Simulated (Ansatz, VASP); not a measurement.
## RuBrF3 in VASP and in Ansatz

```xyz
5
Lattice="4.1755 0.0000 0.0000 0.0000 4.1755 0.0000 0.0000 0.0000 4.1755" Properties=species:S:1:pos:R:3 pbc="T T T"
Ru    0.0000    0.0000    0.0000
Br    2.0877    2.0877    2.0877
F     2.0877    0.0000    0.0000
F     0.0000    2.0877    0.0000
F     0.0000    0.0000    2.0877
```

Change from the starting cell: species swapped into the EuH3Pd type (Pm-3m, No. 221).

Alike in both runs: functional PBE; k mesh 4 × 4 × 4; occupations gaussian, width 0.1 eV; collinear spin.

Ansatz relaxed the structure, and its values are those at the end. VASP's run is a single point on that final structure, the one shown.

|  | VASP | Ansatz |
| --- | --- | --- |
| version | VASP 6.6.1 | Ansatz 0.2.0 |
| potentials or method | VASP PAW PBE potentials, release 64 (Ru_pv, Br, F), cutoff 520 eV | scalar-relativistic, plane waves, PAW |
| valence electrons in the cell | 42 | 44 |

```csv
,VASP,Ansatz,Ansatz less VASP
gap on the k mesh at the Fermi level (eV),none,none,-
pressure (GPa),0.1,0.1,+0.04
net moment per atom (μB),0.66,0.65,-0.001
size of the moment on the site where the two differ most (μB),1.98,1.58,-0.397
```

Site moments also hang on the region over which each program counts them. A gap of «none» marks a metal or a gap that the smearing closes. The functional is the same, so the differences come from potentials, cutoffs and numerics. VASP's potentials hold 42 valence electrons a cell and Ansatz's 44, so a difference there can come from the potentials and not from the codes.

The k mesh is coarse, so the values compare programs but aren't converged.
